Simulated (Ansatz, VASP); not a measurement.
# One calculation of PtS2, two programs

```
S Pt
1.0
     3.54153    0.00000    0.00000
    -1.77076    3.06705    0.00000
     0.00000    0.00000   22.46706
S Pt
4 2
Direct
  0.66667 0.33333 0.20029
  0.33333 0.66667 0.31083
  0.83333 0.00000 0.46395
  0.50000 0.33333 0.57449
  0.00000 0.00000 0.25556
  0.16667 0.66667 0.51922
```

Alike in both runs: task single point; functional PBE; dispersion D3(BJ); k mesh 9 × 9 × 1; occupations gaussian, width 0.05 eV; no spin polarisation.

|  | VASP | Ansatz |
| --- | --- | --- |
| version | VASP 6.6.1 | Ansatz 0.2.0 |
| potentials or method | VASP PAW PBE potentials, release 64 (S, Pt), cutoff 520 eV | scalar-relativistic, plane waves, PAW |
| valence electrons in the cell | 44 | 60 |

Ansatz gave:

- gap on the k mesh at the Fermi level (eV): 1.46
- least direct gap on the mesh (eV): 1.56
- rms of the force components (eV/Å): 0.028

Estimate VASP's values.

gap on the k mesh at the Fermi level (eV): 1.46; least direct gap on the mesh (eV): 1.57; rms of the force components (eV/Å): 0.027.

VASP's potentials hold 44 valence electrons a cell and Ansatz's 60, so a difference there can come from the potentials and not from the codes.

Spin-orbit coupling is off throughout.
